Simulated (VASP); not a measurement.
# BN (P6_3mc) in VASP: a series of runs, part 2 of 2

VASP 6.6.1. Earlier steps stand in the parts before.

## 3. Single point, PBEsol

This run uses another cell than the first one: it holds 12 atoms, not 4.

File INCAR:

```
PREC = Accurate ; ENCUT = 520
EDIFF = 1E-6 ; ISMEAR = 0
SIGMA = 0.02 ; LREAL = F
LASPH = T ; NELM = 100
ALGO = Normal ; ISIF = 2
LWAVE = F ; LCHARG = F
GGA = PS ; NBANDS = 36
```

File KPOINTS:

```
regular mesh
0
Gamma
  12 12 2
```

File POSCAR:

```
BN
1.0
    2.5465809693      0.0000000000      0.0000000000
   -1.2732904847      2.2054038122      0.0000000000
    0.0000000000      0.0000000000     12.5294668932
B N
6 6
Direct
    0.0000000000      0.0000000000     -0.0002746964
    0.3333333333      0.6666666667      0.1671160404
    0.6666666667      0.3333333333      0.3332252163
    0.0000000000      0.0000000000      0.4997253036
    0.6666666667      0.3333333333      0.6671160404
    0.3333333333      0.6666666667      0.8332252163
    0.0000000000      0.0000000000      0.1253732247
    0.3333333333      0.6666666667      0.2917009642
    0.6666666667      0.3333333333      0.4578592508
    0.0000000000      0.0000000000      0.6253732247
    0.6666666667      0.3333333333      0.7917009642
    0.3333333333      0.6666666667      0.9578592508
```

Potentials or basis: VASP PAW PBE potentials, release 64 (B, N).

On the command line:

```sh
$ cat potpaw_PBE.64/B/POTCAR potpaw_PBE.64/N/POTCAR > POTCAR
$ mpirun -np 1 vasp_std > vasp.out
```

OUTCAR:

```text
PREC = Accurate
   ENCUT = 520
   EDIFF = 1E-6
   ISMEAR = 0
   LREAL = F
   LASPH = T
   NELM = 100
   ISIF = 2
   GGA = PS

 ion  position               nearest neighbor table
   1  0.000  0.000  1.000-  12 1.56  12 1.56  12 1.56   7 1.57
   2  0.333  0.667  0.167-   7 1.56   7 1.56   7 1.56   8 1.56
   3  0.667  0.333  0.333-   8 1.56   8 1.56   8 1.56   9 1.56
   4  0.000  0.000  0.500-   9 1.56   9 1.56   9 1.56  10 1.57
   5  0.667  0.333  0.667-  10 1.56  10 1.56  10 1.56  11 1.56
   6  0.333  0.667  0.833-  11 1.56  11 1.56  11 1.56  12 1.56
   7  0.000  0.000  0.125-   2 1.56   2 1.56   2 1.56   1 1.57
   8  0.333  0.667  0.292-   3 1.56   3 1.56   3 1.56   2 1.56
   9  0.667  0.333  0.458-   4 1.56   4 1.56   4 1.56   3 1.56
  10  0.000  0.000  0.625-   5 1.56   5 1.56   5 1.56   4 1.57
  11  0.667  0.333  0.792-   6 1.56   6 1.56   6 1.56   5 1.56
  12  0.333  0.667  0.958-   1 1.56   1 1.56   1 1.56   6 1.56

  LATTYP: Found a hexagonal cell.
 ALAT       =     2.5465809693
 C/A-ratio  =     4.9201132987

  Lattice vectors:

 A1 = (   2.5465809693,   0.0000000000,   0.0000000000)
 A2 = (  -1.2732904847,   2.2054038122,   0.0000000000)
 A3 = (   0.0000000000,   0.0000000000,  12.5294668932)

Analysis of symmetry for initial positions (statically):
[... 6 lines left out ...]

 Subroutine GETGRP returns: Found 12 space group operations
 (whereof  6 operations were pure point group operations)
 out of a pool of 24 trial point group operations.

The static configuration has the point symmetry C_3v.
 The point group associated with its full space group is C_6v.

Analysis of symmetry for dynamics (positions and initial velocities):
[... 6 lines left out ...]

 Subroutine GETGRP returns: Found 12 space group operations
 (whereof  6 operations were pure point group operations)
 out of a pool of 24 trial point group operations.

The dynamic configuration has the point symmetry C_3v.
[... 147 lines left out ...]
   AEXX    =    0.0000 exact exchange contribution
   IVDW    =     0    specifies the selected vdW correction
   LEPSILON=     F    determine dielectric tensor
   LRPA    =     F    only Hartree local field effects (RPA)
 non-spin polarized calculation
 Gauss-broadening in eV      SIGMA  =   0.02
  energy-cutoff  :      520.00
  volume of cell :       70.37
 maximum number of plane-waves:      1919
 NGX is ok and might be reduce to    20

 number of electron      47.9999995 magnetization

 Free energy of the ion-electron system (eV)
  ---------------------------------------------------
  ext. energy  EPLUGINS =         0.00000000
  ---------------------------------------------------
  free energy    TOTEN  =      -110.02760714 eV

  energy without entropy =     -110.02760714  energy(sigma->0) =     -110.02760714

 E-fermi :   7.6408     XC(G=0): -13.0480

 val. band max:        7.5028512789   @ k =   0.0000   0.0000   0.0000
 cond. band min:      12.5349241743   @ k =   0.5000   0.0000   0.0000
 fundamental gap:      5.0320728953
 Fermi energy:         7.6408353348

 k-point     1 :       0.0000    0.0000    0.0000
  band No.  band energies     occupation
      1     -12.8920      2.00000
      2     -12.2433      2.00000
      3     -12.1920      2.00000
      4     -10.3579      2.00000
      5     -10.3122      2.00000
      6      -8.6098      2.00000
[... 925 lines left out ...]
     35      18.6815      0.00000
     36      18.6815      0.00000

 [... further k-points ...]

------------------------ aborting loop because EDIFF is reached ----------------------------------------

  FORCE on cell =-STRESS in cart. coord.  units (eV):
  Direction    XX          YY          ZZ          XY          YZ          ZX
  --------------------------------------------------------------------------------------
  -------------------------------------------------------------------------------------
  Total        0.2747073      0.2747073      0.2613850     -0.0000000      0.0000000      0.0000000
  in kB        6.2546433      6.2546433      5.9513153     -0.0000000      0.0000000      0.0000000
  external PRESSURE =       6.1535340 kB  Pullay stress =       0.0000000 kB

 VOLUME and BASIS-vectors are now :
 -----------------------------------------------------------------------------
  energy-cutoff  :      520.00
  volume of cell :       70.37
      direct lattice vectors                 reciprocal lattice vectors
     2.546580969  0.000000000  0.000000000     0.392683371  0.226715850  0.000000000
    -1.273290485  2.205403812  0.000000000     0.000000000  0.453431700  0.000000000
     0.000000000  0.000000000 12.529466893     0.000000000  0.000000000  0.079811855

 POSITION                                       TOTAL-FORCE (eV/Angst)
 -----------------------------------------------------------------------------------
      0.00000      0.00000     12.52603         0.000000      0.000000      0.002155
     -0.00000      1.47027      2.09387        -0.000000     -0.000000      0.000036
      1.27329      0.73513      4.17513        -0.000000      0.000000      0.000816
      0.00000      0.00000      6.26129        -0.000000     -0.000000      0.002155
      1.27329      0.73513      8.35861         0.000000      0.000000      0.000036
     -0.00000      1.47027     10.43987         0.000000     -0.000000      0.000816
      0.00000      0.00000      1.57086         0.000000      0.000000     -0.002170
     -0.00000      1.47027      3.65486         0.000000     -0.000000     -0.000745
      1.27329      0.73513      5.73673        -0.000000      0.000000     -0.000092
      0.00000      0.00000      7.83559         0.000000      0.000000     -0.002170
      1.27329      0.73513      9.91959        -0.000000      0.000000     -0.000745
     -0.00000      1.47027     12.00147         0.000000      0.000000     -0.000092
 -----------------------------------------------------------------------------------
    total drift:                                0.000000      0.000000     -0.000050

  FREE ENERGIE OF THE ION-ELECTRON SYSTEM (eV)
  ---------------------------------------------------
  free  energy   TOTEN  =      -110.0276071361 eV

  energy  without entropy=     -110.0276071361  energy(sigma->0) =     -110.02760714
```

It took 1.9 min on 1 thread of AMD EPYC 7R13 (Zen 3), shared host; peak memory 0.18 GiB.

Results:

```yaml
Free_energy: -110.0276 eV
Pressure: 0.6 GPa
Band_gap_on_the_k_mesh: 5.03 eV, indirect (least direct gap 7.05 eV)
```

Forces in eV/Å, atoms in the order of the input:
```
B    0.000  0.000  0.002
B    0.000  0.000  0.000
B    0.000  0.000  0.001
B    0.000  0.000  0.002
B    0.000  0.000  0.000
B    0.000  0.000  0.001
N    0.000  0.000 -0.002
N    0.000  0.000 -0.001
N    0.000  0.000  0.000
N    0.000  0.000 -0.002
N    0.000  0.000 -0.001
N    0.000  0.000  0.000
```

Caveat: the PAW data sets were made with another functional, which shifts forces and pressure a little. PBEsol gaps usually lie below the measured ones, often by a third to a half.
